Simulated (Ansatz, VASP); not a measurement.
# GaCoC4N4 in VASP and in Ansatz

```
CELL_PARAMETERS angstrom
5.70983 0.00000 0.00000
0.00000 5.70983 0.00000
0.00000 0.00000 5.70983
ATOMIC_POSITIONS crystal
Ga 0.50000 0.50000 0.50000
Co 0.00000 0.00000 0.00000
C 0.19037 0.19037 0.19037
C 0.19037 0.80963 0.80963
C 0.80963 0.19037 0.80963
C 0.80963 0.80963 0.19037
N 0.30951 0.30951 0.30951
N 0.30951 0.69049 0.69049
N 0.69049 0.30951 0.69049
N 0.69049 0.69049 0.30951
```

Alike in both runs: functional PBE; k mesh 4 × 4 × 4; occupations gaussian, width 0.1 eV; collinear spin.

Ansatz relaxed the structure, and its values are those at the end. VASP's run is a single point on that final structure, the one shown.

```csv
,VASP,Ansatz
version,VASP 6.6.1,Ansatz 0.2.0
potentials or method,"VASP PAW PBE potentials, release 64 (Ga_d, Co, C, N), cutoff 520 eV","scalar-relativistic, plane waves, PAW"
valence electrons in the cell,58,66
```

```tsv
	VASP	Ansatz	Ansatz less VASP
gap on the k mesh at the Fermi level (eV)	none	none	-
pressure (GPa)	0.1	-0.2	-0.33
rms of the force components (eV/Å)	0.176	0.014	-0.1619
net moment per atom (μB)	0.20	0.20	0.000
size of the moment on the site where the two differ most (μB)	1.56	1.38	-0.183
```

Site moments also hang on the region over which each program counts them. A gap of «none» marks a metal or a gap that the smearing closes. One of these differences is far larger than is usual between the two programs; its cause wasn't traced. With one functional, cell and mesh, what is left measures potentials, basis and numerics. VASP's potentials hold 58 valence electrons a cell and Ansatz's 66, so a difference there can come from the potentials and not from the codes.

Noted on VASP's run: the standard files for N, O and F lose accuracy on very short bonds.
